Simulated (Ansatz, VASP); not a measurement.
**Rh in VASP and in Ansatz**

The input INCAR:

```
PREC = Accurate
ENCUT = 520
EDIFF = 1E-7
ISMEAR = 0
SIGMA = 0.15
LREAL = False
LASPH = True
NELM = 60
ALGO = Fast
ISIF = 2
LWAVE = False
LCHARG = False
GGA = CA
NBANDS = 14
```

File KPOINTS:

```
Automatic mesh
0
Gamma
  24 24 24
```

Contents of POSCAR:

```
Rh
1.0
    0.0000000000      2.0657426451      1.6112792631
    2.0657426451      0.0000000000      1.6112792631
    2.0657426451      2.0657426451      0.0000000000
Rh
1
Direct
    0.0000000000      0.0000000000      0.0000000000
```

Input for Ansatz:

```yaml
crystal:
  lattice:
    - [0.0, 2.0657426451, 1.6112792631]
    - [2.0657426451, 0.0, 1.6112792631]
    - [2.0657426451, 2.0657426451, 0.0]
  atoms:
    - { symbol: Rh, position: [0.0, 0.0, 0.0] }
basis:
  ecutwfc: 420
kpoints:
  mp_grid: { grid: [24, 24, 24] }
hamiltonian:
  xc: lda
scf:
  occupations: { method: gaussian, width: 0.15 }
output:
  forces: true
  stress: true
  eigenvalues: true
```

Alike in both runs: task single point; functional LDA; k mesh 24 × 24 × 24; occupations gaussian, width 0.15 eV; no spin polarisation.

```csv
,VASP,Ansatz
version,VASP 6.6.1,Ansatz 0.2.0
potentials or method,"VASP PAW LDA potentials, release 64 (Rh_pv), cutoff 520 eV","scalar-relativistic, plane waves, PAW"
valence electrons in the cell,15,17
```

VASP gave:

| Item | Value |
| --- | --- |
| gap on the k mesh at the Fermi level (eV) | none |
| pressure (GPa) | -4.1 |
| traceless stress, the component that is largest in VASP (GPa) | 17.20 |

**Question.** Estimate Ansatz's values.

**Answer.** gap on the k mesh at the Fermi level (eV): none; pressure (GPa): -5.0; traceless stress, the component that is largest in VASP (GPa): 17.27.

LDA's correlation is that of Perdew and Zunger in VASP and of Perdew and Wang (1992) in Ansatz. A gap of «none» marks a metal or a gap that the smearing closes. VASP's potentials hold 15 valence electrons a cell and Ansatz's 17, so a difference there can come from the potentials and not from the codes.
